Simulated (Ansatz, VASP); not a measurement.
**One calculation of Os, two programs**

```
CELL_PARAMETERS angstrom
0.00000 2.73633 2.73633
2.73633 0.00000 2.73633
2.73633 2.73633 0.00000
ATOMIC_POSITIONS crystal
Os 0.12500 0.12500 0.12500
Os 0.87500 0.87500 0.87500
```

Alike in both runs: functional LDA; k mesh 10 × 10 × 10; occupations fermi-dirac, width 0.1 eV; no spin polarisation.

Ansatz relaxed the structure, and its values are those at the end. VASP's run is a single point on that final structure, the one shown.

|  | VASP | Ansatz |
| --- | --- | --- |
| version | VASP 6.6.1 | Ansatz 0.2.0 |
| potentials or method | VASP PAW LDA potentials, release 64 (Os), cutoff 520 eV | plane waves (420 eV) with PAW, scalar-relativistic |
| valence electrons in the cell | 16 | 32 |

|  | VASP | Ansatz | Ansatz less VASP |
| --- | --- | --- | --- |
| pressure (GPa) | -1.5 | 0.0 | +1.48 |

Ansatz warns that its potentials were made for another functional, while VASP's fit it. LDA's correlation is that of Perdew and Zunger in VASP and of Perdew and Wang (1992) in Ansatz. VASP's potentials hold 16 valence electrons a cell and Ansatz's 32, so a difference there can come from the potentials and not from the codes.

Spin-orbit coupling is off throughout.
